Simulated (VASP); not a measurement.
The system is Si2Br.

```
Si Br
1.0
     7.27339    0.00000    0.00000
    -3.63670    6.29894    0.00000
     0.00000    0.00000    5.84063
Si Br
6 3
Direct
  0.13722 0.20724 0.31384
  0.79276 0.92998 0.64718
  0.07002 0.86278 0.98051
  0.20724 0.13722 0.68616
  0.92998 0.79276 0.35282
  0.86278 0.07002 0.01949
  0.58266 0.00000 0.33333
  0.00000 0.58266 0.66667
  0.41734 0.41734 0.00000
```

| Item | Value |
| --- | --- |
| Program | VASP 6.6.1 |
| Task | relaxation of cell and atoms |
| Functional | PBE |
| Potentials or basis | VASP PAW PBE potentials, release 64 (Si, Br) |
| Cutoff | 600 eV |
| k mesh | 6 × 6 × 6 |
| Occupations | gaussian, width 0.1 eV |
| Spin | no spin polarisation |

At the start: pressure -0.3 GPa; volume 29.73 Å³/atom.

**Question.** How do energy, volume and symmetry change on relaxing?

**Answer.** Over 26 steps the energy falls by 17.2 meV/atom and the volume is 31.04 Å³/atom (+4.4 %); space group P3_121 (No. 152, to 0.1 Å) before and after.

The path:
```tsv
step	energy change (eV)	largest force (eV/Å)	pressure (GPa)	volume (Å³)
1	0.0000	0.0917	-0.30	267.59
2	-0.0332	0.1097	0.10	265.40
3	-0.0459	0.1655	0.52	263.29
4	-0.0652	0.0958	0.17	266.48
5	-0.0698	0.1896	-0.11	269.19
6	-0.0821	0.1507	-0.17	271.03
7	-0.0844	0.2281	-0.20	272.19
8	-0.0944	0.2307	-0.13	272.51
9	-0.1154	0.2573	0.27	273.38
10	-0.1322	0.1884	0.14	275.35
11	-0.1347	0.2521	0.07	276.46
12	-0.1472	0.1428	-0.08	278.41
13	-0.1504	0.0914	-0.19	279.97
14	-0.1522	0.0374	0.03	278.62
15	-0.1523	0.0314	0.00	278.81
16	-0.1529	0.0169	0.03	278.55
17	-0.1532	0.0339	0.07	278.25
18	-0.1538	0.0213	0.02	278.60
19	-0.1541	0.0213	-0.02	278.96
20	-0.1541	0.0241	-0.04	279.11
21	-0.1543	0.0155	0.00	278.88
22	-0.1543	0.0141	0.01	278.83
23	-0.1544	0.0115	0.02	278.79
24	-0.1544	0.0139	0.02	278.78
25	-0.1545	0.0113	0.02	278.91
26	-0.1546	0.0099	0.00	279.32
```

Final structure:
```yaml
crystal:
  lattice:
    - [7.67615, 0.00000, 0.00000]
    - [-3.83808, 6.64774, 0.00000]
    - [0.00000, 0.00000, 5.47369]
  atoms:
    - { symbol: Si, position: [0.14013, 0.19327, 0.29850] }
    - { symbol: Si, position: [0.80673, 0.94686, 0.63183] }
    - { symbol: Si, position: [0.05314, 0.85987, 0.96516] }
    - { symbol: Si, position: [0.19327, 0.14013, 0.70150] }
    - { symbol: Si, position: [0.94686, 0.80673, 0.36817] }
    - { symbol: Si, position: [0.85987, 0.05314, 0.03484] }
    - { symbol: Br, position: [0.57567, 0.00000, 0.33333] }
    - { symbol: Br, position: [0.00000, 0.57567, 0.66667] }
    - { symbol: Br, position: [0.42433, 0.42433, 0.00000] }
```

Caveat: an odd number of electrons without spin polarisation forces a metal; a magnetic or distorted state may lie lower.
